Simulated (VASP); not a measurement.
# Se (P3_121) in VASP: further runs

Se is run at these levels: r2SCAN; tasks: single point.

Everything below comes from runs of VASP 6.6.1. Logs are shortened: lines on timing, memory, paths and dates and some standing lists are left out, and cuts for length are marked.

## 1. The cell of the first run

Symmetry: P3_121, No. 152, trigonal system. The conventional cell has a = 4.504 Å, b = 4.504 Å, c = 4.992 Å, α = 90.00°, β = 90.00°, γ = 120.00°. Se (site symmetry 2) has 2 Se at 2.37 Å within 3.1 Å.

## 2. Single point, r2SCAN

POSCAR

```
Se
1.0
    4.5041509279      0.0000000000      0.0000000000
   -2.2520754639      3.9007091260      0.0000000000
    0.0000000000      0.0000000000      4.9918757413
Se
3
Direct
    0.2171638312      0.0000000000      0.3333333333
    0.0000000000      0.2171638312      0.6666666667
    0.7828361688      0.7828361688      0.0000000000
```

INCAR.step1

```
SYSTEM = Se
  ALGO = Normal
  EDIFF = 1E-4
  ENCUT = 520
  GGA = PE
  ISMEAR = -1
  LASPH = .True.
  LCHARG = .False.
  LREAL = .False.
  LWAVE = .True.
  NBANDS = 16
  NELM = 100
  PREC = Accurate
  SIGMA = 0.05
```

INCAR.step2

```
SYSTEM = Se
  ALGO = Normal
  EDIFF = 1E-6
  ENCUT = 520
  ISIF = 2
  ISMEAR = -1
  ISTART = 1
  LASPH = .True.
  LCHARG = .False.
  LMIXTAU = .True.
  LREAL = .False.
  LWAVE = .False.
  METAGGA = R2SCAN
  NBANDS = 16
  NELM = 100
  PREC = Accurate
  SIGMA = 0.05
```

KPOINTS

```
k-points
0
Gamma
  9 9 7
  0 0 0
```

Potentials or basis: VASP PAW PBE potentials, release 64 (Se).

On the command line:

```
cat potpaw_PBE.64/Se/POTCAR > POTCAR
cp INCAR.step1 INCAR
mpirun -np 1 vasp_std > vasp.out
cp INCAR.step2 INCAR
mpirun -np 1 vasp_std > vasp.out
```

OUTCAR:

```text
SYSTEM = Se
   EDIFF = 1E-6
   ENCUT = 520
   ISIF = 2
   ISMEAR = -1
   ISTART = 1
   LASPH = .True.
   LREAL = .False.
   METAGGA = R2SCAN
   NELM = 100
   PREC = Accurate

 ion  position               nearest neighbor table
   1  0.217  0.000  0.333-   3 2.37   2 2.37
   2  0.000  0.217  0.667-   3 2.37   1 2.37
   3  0.783  0.783  0.000-   2 2.37   1 2.37

  LATTYP: Found a hexagonal cell.
 ALAT       =     4.5041509279
 C/A-ratio  =     1.1082834082

  Lattice vectors:

 A1 = (   4.5041509279,   0.0000000000,   0.0000000000)
 A2 = (  -2.2520754639,   3.9007091260,   0.0000000000)
 A3 = (   0.0000000000,   0.0000000000,   4.9918757413)

Analysis of symmetry for initial positions (statically):
=====================================================================
 Subroutine PRICEL returns:
 Original cell was already a primitive cell.

 Routine SETGRP: Setting up the symmetry group for a
 hexagonal supercell.

 Subroutine GETGRP returns: Found  6 space group operations
 (whereof  2 operations were pure point group operations)
 out of a pool of 24 trial point group operations.

The static configuration has the point symmetry C_2 .
 The point group associated with its full space group is D_3 .

Analysis of symmetry for dynamics (positions and initial velocities):
=====================================================================
 Subroutine PRICEL returns:
 Original cell was already a primitive cell.

 Routine SETGRP: Setting up the symmetry group for a
 hexagonal supercell.

 Subroutine GETGRP returns: Found  6 space group operations
 (whereof  2 operations were pure point group operations)
 out of a pool of 24 trial point group operations.

The dynamic configuration has the point symmetry C_2 .
 The point group associated with its full space group is D_3 .

 Subroutine INISYM returns: Found  6 space group operations
 (whereof  2 operations are pure point group operations),
 and found     1 'primitive' translations

----------------------------------------------------------------------------------------

                                     Primitive cell

  volume of cell :      87.7042

  direct lattice vectors                    reciprocal lattice vectors
     4.504150928  0.000000000  0.000000000     0.222017427  0.128181821  0.000000000
    -2.252075464  3.900709126  0.000000000     0.000000000  0.256363643  0.000000000
     0.000000000  0.000000000  4.991875741     0.000000000  0.000000000  0.200325499

  length of vectors
     4.504150928  4.504150928  4.991875741     0.256363643  0.256363643  0.200325499

  position of ions in fractional coordinates (direct lattice)
     0.217163831  0.000000000  0.333333333
     0.000000000  0.217163831  0.666666667
     0.782836169  0.782836169  0.000000000

  ion indices of the primitive-cell ions
   primitive index   ion index
                 1           1
                 2           2
                 3           3

----------------------------------------------------------------------------------------

 KPOINTS: k-points

Automatic generation of k-mesh.
 Grid dimensions read from file:
 generate k-points for:    9    9    7

 Generating k-lattice:

  Cartesian coordinates                     Fractional coordinates (reciprocal lattice)
     0.024668603  0.014242425  0.000000000     0.111111111  0.000000000  0.000000000
     0.000000000  0.028484849  0.000000000     0.000000000  0.111111111  0.000000000
     0.000000000  0.000000000  0.028617928     0.000000000  0.000000000  0.142857143

  Length of vectors
     0.028484849  0.028484849  0.028617928

  Shift w.r.t. Gamma in fractional coordinates (k-lattice)
     0.000000000  0.000000000  0.000000000

 Subroutine IBZKPT returns following result:
 ===========================================

 Found     69 irreducible k-points:

 Following reciprocal coordinates:
            Coordinates               Weight
  0.000000  0.000000  0.000000      1.000000
  0.111111 -0.000000  0.000000      6.000000
  0.222222  0.000000  0.000000      6.000000
  0.333333  0.000000  0.000000      6.000000
  0.444444  0.000000  0.000000      6.000000
  0.111111  0.111111  0.000000      6.000000
[... 16 lines left out ...]
  0.222222  0.111111  0.142857     12.000000
 -0.111111  0.333333  0.142857     12.000000
 [... further k-points ...]
   k-points           NKPTS =     69   k-points in BZ     NKDIM =     69   number of bands    NBANDS=     16
   number of dos      NEDOS =    301   number of ions     NIONS =      3
   total plane-waves  NPLWV =  51840
   dimension x,y,z NGX =    36 NGY =   36 NGZ =   40
   dimension x,y,z NGXF=    72 NGYF=   72 NGZF=   80
   ions per type =               3
   NGX,Y,Z   is equivalent  to a cutoff of  13.29, 13.29, 13.32 a.u.
   NGXF,Y,Z  is equivalent  to a cutoff of  26.57, 26.57, 26.64 a.u.
 SYSTEM =  Se
   PREC   = accura    normal or accurate (medium, high low for compatibility)
   ISTART =      1    job   : 0-new  1-cont  2-samecut
   ICHARG =      0    charge: 1-file 2-atom 10-const
   ISPIN  =      1    spin polarized calculation?
   LNONCOLLINEAR =      F non collinear calculations
   LSORBIT =      F    spin-orbit coupling
   LASPH  =      T    aspherical Exc in radial PAW
   ENCUT  =  520.0 eV  38.22 Ry    6.18 a.u.   8.37  8.37  9.28*2*pi/ulx,y,z
   NELM   =    100;   NELMIN=  2; NELMDL=  0     # of ELM steps
   EDIFF  = 0.1E-05   stopping-criterion for ELM
   LREAL  =      F    real-space projection
   EDIFFG = 0.1E-04   stopping-criterion for IOM
   NSW    =      0    number of steps for IOM
   IBRION =     -1    ionic relax: 0-MD 1-quasi-New 2-CG
   NFREE  =      0    steps in history (QN), initial steepest desc. (CG)
   ISIF   =      2    stress and relaxation
   ISYM   =      2    0-nonsym 1-usesym 2-fastsym
   POTIM  = 0.5000    time-step for ionic-motion
   TEBEG  =    0.0;   TEEND  =   0.0 temperature during run
   PSTRESS=    0.0 pullay stress
   NELECT =      18.0000    total number of electrons
   NUPDOWN=      -1.0000    fix difference up-down
   EMIN   =  10.00;   EMAX   =-10.00  energy-range for DOS
   EFERMI =   0.00;   METHOD = LEGACY
   ISMEAR =    -1;   SIGMA  =   0.05  broadening in eV -4-tet -1-fermi 0-gaus
   EFERMI_NEDOS =   21; number of points for ismear=-14 and -15
   IALGO  =     38    algorithm
   IMIX   =      4    mixing-type and parameters
     AMIX     =   0.40;   BMIX     =  1.00
     AMIX_MAG =   1.60;   BMIX_MAG =  1.00
  volume/ion in A,a.u.               =      29.23       197.29
  Fermi-wavevector in a.u.,A,eV,Ry     =   0.965663  1.824838 12.687500  0.932505
  Thomas-Fermi vector in A             =   2.095399
   LORBIT       =      0    0 simple, 1 ext, 2 COOP (PROOUT), +10 PAW based schemes
   METAGGA = R2SCAN    functional components
   LHFCALC =     F    Hartree Fock is set to
   AEXX    =    0.0000 exact exchange contribution
   IVDW    =     0    specifies the selected vdW correction
   LEPSILON=     F    determine dielectric tensor
   LRPA    =     F    only Hartree local field effects (RPA)
 non-spin polarized calculation
  energy-cutoff  :      520.00
  volume of cell :       87.70
 maximum number of plane-waves:      2389
 NGX is ok and might be reduce to    36
   NGX = 17   NGY = 17   NGZ = 19

 number of electron      18.0000000 magnetization

 Free energy of the ion-electron system (eV)
  ---------------------------------------------------
  ext. energy  EPLUGINS =         0.00000000
  ---------------------------------------------------
  free energy    TOTEN  =       -42.92835213 eV

  energy without entropy =      -42.92835212  energy(sigma->0) =      -42.92835213

 E-fermi :   2.4829     XC(G=0):  -8.9208

 val. band max:        1.7126900783   @ k =   0.0000   0.4444   0.4286
 cond. band min:       3.2213293479   @ k =   0.3333   0.3333   0.4286
 fundamental gap:      1.5086392696
 Fermi energy:         2.4828850064

 k-point     1 :       0.0000    0.0000    0.0000
  band No.  band energies     occupation
      1     -14.4879      2.00000
      2     -10.2865      2.00000
      3     -10.2865      2.00000
      4      -2.2356      2.00000
      5      -2.2356      2.00000
      6      -1.9097      2.00000
[... 8 lines left out ...]
     15       8.7739      0.00000
     16      10.6908      0.00000

 k-point     2 :       0.1111   -0.0000    0.0000
  band No.  band energies     occupation
      1     -14.4495      2.00000
      2     -10.3251      2.00000
      3     -10.2840      2.00000
      4      -2.5283      2.00000
      5      -2.3600      2.00000
      6      -1.8027      2.00000
[... 8 lines left out ...]
     15       9.1243      0.00000
     16      10.6677      0.00000

 k-point     3 :       0.2222    0.0000    0.0000
  band No.  band energies     occupation
      1     -14.3474      2.00000
      2     -10.4322      2.00000
      3     -10.2775      2.00000
      4      -2.9387      2.00000
      5      -2.5937      2.00000
      6      -1.7453      2.00000
[... 8 lines left out ...]
     15       9.9289      0.00000
     16      10.9249      0.00000

 k-point     4 :       0.3333    0.0000    0.0000
  band No.  band energies     occupation
      1     -14.2212      2.00000
      2     -10.5721      2.00000
      3     -10.2698      2.00000
      4      -3.2092      2.00000
      5      -2.7991      2.00000
      6      -1.7009      2.00000
[... 8 lines left out ...]
     15      10.7609      0.00000
     16      11.6671      0.00000
[... 324 lines left out ...]
 k-point    22 :       0.1111    0.1111    0.1429
  band No.  band energies     occupation
      1     -14.2814      2.00000
      2     -11.2409      2.00000
      3      -9.4833      2.00000
      4      -2.8873      2.00000
      5      -2.6317      2.00000
      6      -1.6475      2.00000
[... 8 lines left out ...]
     15       9.5964      0.00000
     16      10.6477      0.00000

 k-point    23 :       0.2222    0.1111    0.1429
  band No.  band energies     occupation
      1     -14.1685      2.00000
      2     -11.2373      2.00000
      3      -9.6248      2.00000
      4      -3.1458      2.00000
      5      -2.8458      2.00000
      6      -1.5622      2.00000
[... 8 lines left out ...]
     15      10.0889      0.00000
     16      11.2064      0.00000

 k-point    24 :      -0.1111    0.3333    0.1429
  band No.  band energies     occupation
      1     -14.1678      2.00000
      2     -11.2477      2.00000
      3      -9.6058      2.00000
      4      -3.1355      2.00000
      5      -2.9605      2.00000
      6      -1.6302      2.00000
[... 8 lines left out ...]
     15      10.2915      0.00000
     16      11.4961      0.00000

 [... further k-points ...]

------------------------ aborting loop because EDIFF is reached ----------------------------------------

  FORCE on cell =-STRESS in cart. coord.  units (eV):
  Direction    XX          YY          ZZ          XY          YZ          ZX
  --------------------------------------------------------------------------------------
  -------------------------------------------------------------------------------------
  Total       -0.0065795     -0.0065795     -0.0248411     -0.0000000     -0.0000000     -0.0000000
  in kB       -0.1201947     -0.1201947     -0.4537963     -0.0000000     -0.0000000     -0.0000000
  external PRESSURE =      -0.2313952 kB  Pullay stress =       0.0000000 kB

 VOLUME and BASIS-vectors are now :
 -----------------------------------------------------------------------------
  energy-cutoff  :      520.00
  volume of cell :       87.70
      direct lattice vectors                 reciprocal lattice vectors
     4.504150928  0.000000000  0.000000000     0.222017427  0.128181821  0.000000000
    -2.252075464  3.900709126  0.000000000     0.000000000  0.256363643  0.000000000
     0.000000000  0.000000000  4.991875741     0.000000000  0.000000000  0.200325499

 POSITION                                       TOTAL-FORCE (eV/Angst)
 -----------------------------------------------------------------------------------
      0.97814      0.00000      1.66396         0.000758      0.000000      0.000000
     -0.48907      0.84709      3.32792        -0.000379      0.000656     -0.000000
      1.76301      3.05362      0.00000        -0.000379     -0.000656      0.000000
 -----------------------------------------------------------------------------------
    total drift:                                0.000000      0.000001     -0.000000

  FREE ENERGIE OF THE ION-ELECTRON SYSTEM (eV)
  ---------------------------------------------------
  free  energy   TOTEN  =       -42.9283521338 eV

  energy  without entropy=      -42.9283521180  energy(sigma->0) =      -42.92835213
```

It took 5 min on 1 thread of Intel Xeon Platinum 8488C (Sapphire Rapids), shared host; peak memory 0.26 GiB.

Results:

* Free energy: -42.9284 eV
* Pressure: 0.0 GPa
* Band gap on the k mesh: 1.51 eV, indirect (least direct gap 1.64 eV)

Levels at points of the mesh, in eV from the valence-band top:
```
           k point  band 5  band 6  band 7  band 8  band 9  band 10  band 11  band 12  band 13  band 14
(0.00, 0.00, 0.00)   -3.95   -3.62   -2.03   -2.03   -0.36     2.29     2.29     2.62     6.50     7.06
```

Caveat: the PAW data sets were made with another functional, which shifts forces and pressure a little.

## 3. Single point, r2SCAN

POSCAR is that of step 2.

INCAR.step1

```
  ALGO = Normal
  EDIFF = 1E-4
  ENCUT = 520
  GGA = PE
  ISMEAR = -1
  LASPH = True
  LCHARG = False
  LREAL = False
  LWAVE = True
  NBANDS = 16
  NELM = 100
  PREC = Accurate
  SIGMA = 0.05
```

INCAR.step2

```
  ALGO = Normal
  EDIFF = 1E-6
  ENCUT = 520
  ISIF = 2
  ISMEAR = -1
  ISTART = 1
  LASPH = True
  LCHARG = False
  LMIXTAU = True
  LREAL = False
  LWAVE = False
  METAGGA = R2SCAN
  NBANDS = 16
  NELM = 100
  PREC = Accurate
  SIGMA = 0.05
```

KPOINTS

```
k-points
0
Gamma
  9 9 7
```

Potentials or basis: VASP PAW PBE potentials, release 64 (Se).

On the command line:

```
cat potpaw_PBE.64/Se/POTCAR > POTCAR
cp INCAR.step1 INCAR
mpirun -np 1 vasp_std > vasp.out
cp INCAR.step2 INCAR
mpirun -np 1 vasp_std > vasp.out
```

Run time: 5.9 min. Hardware: 1 thread of Intel Xeon Platinum 8488C (Sapphire Rapids), shared host; peak memory 0.27 GiB.

The run converged. Its results:

```
Free energy            : -42.9284 eV
Pressure               : 0.0 GPa
Band gap on the k mesh : 1.51 eV, indirect (least direct gap 1.64 eV)
```

Levels at points of the mesh, in eV from the valence-band top:
```csv
k point,band 6,band 7,band 8,band 9,band 10,band 11,band 12,band 13
"(0.00, 0.00, 0.00)",-3.62,-2.03,-2.03,-0.36,2.29,2.29,2.62,6.50
```

Caveat: the PAW data sets were made with another functional, which shifts forces and pressure a little. r2SCAN opens gaps a little over a GGA but as a rule still falls short of measured ones.
